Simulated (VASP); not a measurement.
Set up this calculation in VASP 6.6.1, as the native input.

* Task: single point
* Functional: LDA
* Potentials or basis: VASP PAW LDA potentials, release 64 (Si, W_sv)
* Cutoff: 520 eV
* k mesh: 11 × 11 × 14
* Occupations: fermi-dirac, width 0.05 eV
* Spin: no spin polarisation
* Dipole correction: no
* Further INCAR settings: ALGO = Normal; EDIFF = 1e-06; NBANDS = 18; ISYM = 0

The structure of Si2W lies in POSCAR:

```
Si2W
1.0
   -1.6060000000      1.6060000000      4.0582000000
    1.6060000000     -1.6060000000      4.0582000000
    1.6060000000      1.6060000000     -4.0582000000
Si W
2 1
Direct
    0.3330000000      0.3330000000      0.0000000000
    0.6670000000      0.6670000000      0.0000000000
    0.0000000000      0.0000000000      0.0000000000
```

This cell differs from its parent crystal: zz strain of +3 %.

The input as run:

INCAR

```
SYSTEM = Si2W
  PREC = Accurate
  ENCUT = 520
  EDIFF = 1E-6
  ISMEAR = -1
  SIGMA = 0.05
  LREAL = .FALSE.
  LASPH = .TRUE.
  NELM = 100
  ALGO = Normal
  ISIF = 2
  LWAVE = .FALSE.
  LCHARG = .TRUE.
  GGA = CA
  LELF = .TRUE.
  LVHAR = .TRUE.
  ISYM = 0
  NBANDS = 18
```

KPOINTS

```
Automatic mesh
0
G
  11 11 14
  0 0 0
```

Potentials or basis: VASP PAW LDA potentials, release 64 (Si, W_sv).

The run is started by

```sh
$ cat potpaw_LDA.64/Si/POTCAR potpaw_LDA.64/W_sv/POTCAR > POTCAR
$ mpirun -np 1 vasp_std > vasp.out
```

Results of the run:

```yaml
Pressure: -12.7 GPa
Largest_force: 0.395 eV/Å
Band_gap_on_the_k_mesh: zero (bands 11 and 12 overlap by 1.39 eV)
```

Caveat: the cell differs from its parent crystal (zz strain of +3 %); the stress differs along the axes, from -22 to -8 GPa; spin-orbit coupling is left out, which moves the levels of the heavy elements.

Wall time 9.8 min on 1 thread of Intel(R) Xeon(R) 6975P-C (Granite Rapids), on a shared host, peak memory 0.66 GiB.
